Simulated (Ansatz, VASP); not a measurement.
**One calculation of CaTiS2, two programs**

INCAR

```
SYSTEM = CaTiS2
PREC     = Accurate       ! precision mode
ENCUT    = 520            ! plane-wave cutoff, eV
EDIFF    = 1E-6           ! SCF threshold, eV
ISMEAR   = -1             ! smearing method
SIGMA    = 0.1            ! smearing width, eV
LREAL    = .False.        ! projectors in reciprocal space
LASPH    = .True.         ! aspherical terms in the spheres
NELM     = 60             ! most SCF steps
ALGO     = Normal         ! electronic algorithm
ISIF     = 2              ! what is computed and relaxed
LWAVE    = .False.        ! write WAVECAR
LCHARG   = .False.        ! write CHGCAR
GGA      = PE             ! functional
NBANDS   = 25             ! bands
```

KPOINTS

```
Automatic mesh
0
Gamma
  7 7 4
  0 0 0
```

POSCAR

```
CaTiS2
1.0
    3.6451380000      0.0000000000      0.0000000000
   -1.8225690000      3.1567820000      0.0000000000
    0.0000000000      0.0000000000      6.5415020000
Ca Ti S
1 1 2
Direct
    0.0000000000      0.0000000000      0.5000000000
    0.0000000000      0.0000000000      0.0000000000
    0.3333333333      0.6666666667      0.7803370000
    0.6666666667      0.3333333333      0.2196630000
```

Input for Ansatz:

```yaml
crystal:
  lattice:
    - [3.645138, 0.0, 0.0]
    - [-1.822569, 3.156782, 0.0]
    - [0.0, 0.0, 6.541502]
  atoms:
    - { symbol: Ca, position: [0.0, 0.0, 0.5] }
    - { symbol: Ti, position: [0.0, 0.0, 0.0] }
    - { symbol: S, position: [0.33333333333333337, 0.6666666666666666, 0.7803369999999998] }
    - { symbol: S, position: [0.6666666666666666, 0.3333333333333333, 0.21966299999999997] }
kpoints:
  mp_grid:
    grid: [7, 7, 4]
hamiltonian:
  xc: pbe
  pseudopotentials:
    kind: all_electron
    lapw: {}
scf:
  convergence:
    dr2_threshold: 1.0e-10
  occupations:
    method: fermi_dirac
output:
  forces: true
  stress: true
  eigenvalues: true
```

Alike in both runs: task single point; functional PBE; k mesh 7 × 7 × 4; no spin polarisation.

|  | VASP | Ansatz |
| --- | --- | --- |
| version | VASP 6.6.1 | Ansatz 0.2.0 |
| potentials or method | VASP PAW PBE potentials, release 64 (Ca_sv, Ti_sv, S), cutoff 520 eV | all-electron (LAPW or listed datasets) |
| occupations | fermi-dirac, width 0.1 eV | fermi-dirac |

Ansatz gave:

```
gap on the k mesh at the Fermi level (eV)                     : none
pressure (GPa)                                                : 0.3
traceless stress, the component that is largest in VASP (GPa) : 0.22
rms of the force components (eV/Å)                            : 0.016
```

Task: What did VASP give for the same quantities?

Result: gap on the k mesh at the Fermi level (eV): none; pressure (GPa): 0.4; traceless stress, the component that is largest in VASP (GPa): 0.28; rms of the force components (eV/Å): 0.010.

Atom by atom the forces differ by 0.006 eV/Å (rms over components). A gap of «none» marks a metal or a gap that the smearing closes. Ansatz ran all-electron here, and VASP with PAW potentials.
